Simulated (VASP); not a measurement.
Write the native input for VASP 6.6.1 that does the following.

* Task: single point
* Functional: PBEsol
* Potentials or basis: VASP PAW PBE potentials, release 64 (Pd)
* Cutoff: 500 eV
* k mesh: 11 × 11 × 11
* Occupations: fermi-dirac, width 0.05 eV
* Spin: no spin polarisation
* Dipole correction: no
* Further INCAR settings: ALGO = Normal; EDIFF = 1e-06; NBANDS = 11

The structure of Pd lies in POSCAR:

```
Pd
1.0
    0.0000000000      1.9392630156      1.9392630156
    1.9392630156      0.0000000000      1.9392630156
    1.9392630156      1.9392630156      0.0000000000
Pd
1
Direct
    0.0000000000      0.0000000000      0.0000000000
```

These files were run (other wordings do the same):

INCAR

```
  ALGO = Normal
  EDIFF = 1E-6
  ENCUT = 500
  GGA = PS
  GGA_COMPAT = False
  ISIF = 2
  ISMEAR = -1
  LASPH = True
  LCHARG = False
  LREAL = False
  LWAVE = False
  NBANDS = 11
  NELM = 120
  PREC = Accurate
  SIGMA = 0.05
```

KPOINTS

```
k-points
0
Gamma
  11 11 11
```

Potentials or basis: VASP PAW PBE potentials, release 64 (Pd).

Launch:

```bash
$ cat potpaw_PBE.64/Pd/POTCAR > POTCAR
$ mpirun -np 1 vasp_std > vasp.out
```

It gave:

The pressure is -0.3 GPa. The band gap on the k mesh is zero (band 5 reaches 10.06 eV, above the bottom of band 6 at 8.52 eV).

Caveat: the PAW data sets were made with another functional, which shifts forces and pressure a little.

Wall time 8.4 s on 1 thread of AMD EPYC 7R43 64-Core Processor (Zen 3), with other jobs on the host, peak memory 0.09 GiB.
